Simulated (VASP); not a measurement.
Input of a VASP 6.6.1 run:

Contents of INCAR:

```
SYSTEM = La2OF2
  ALGO = Normal
  EDIFF = 1E-6
  ENCUT = 520
  GGA = PE
  ISIF = 2
  ISMEAR = 0
  LASPH = .True.
  LCHARG = .False.
  LREAL = .False.
  LWAVE = .False.
  NBANDS = 53
  NELM = 60
  PREC = Accurate
  SIGMA = 0.1
```

The input KPOINTS:

```
k-points
0
Gamma
  12 12 4
  0 0 0
```

File POSCAR:

```
La2OF2
1.0
    3.6475328437      0.0000000000      0.0000000000
   -1.8237664218      3.1588561038      0.0000000000
    0.0000000000      0.0000000000     17.1198075397
La O F
4 2 4
Direct
    0.0000000000      0.0000000000      0.6589499587
    0.0000000000      0.0000000000      0.3410500413
    0.0000000000      0.0000000000      0.1589499587
    0.0000000000      0.0000000000      0.8410500413
    0.6666666667      0.3333333333      0.7500000000
    0.3333333333      0.6666666667      0.2500000000
    0.6666666667      0.3333333333      0.0814622201
    0.3333333333      0.6666666667      0.9185377799
    0.3333333333      0.6666666667      0.5814622201
    0.6666666667      0.3333333333      0.4185377799
```

Potentials or basis: VASP PAW PBE potentials, release 64 (La, O, F).

Command:

```console
$ cat potpaw_PBE.64/La/POTCAR potpaw_PBE.64/O/POTCAR potpaw_PBE.64/F/POTCAR > POTCAR
$ mpirun -np 1 vasp_std > vasp.out
```

(1) What does it give for the band gap on the k mesh?

(2) What does it give for the largest force?

(3) Predict the pressure.

Results:

(1) zero (bands 42 and 43 overlap by 0.40 eV).

(2) 0.007 eV/Å.

(3) -0.2 GPa.

Caveat: spin-orbit coupling is left out, which moves the levels of the heavy elements.
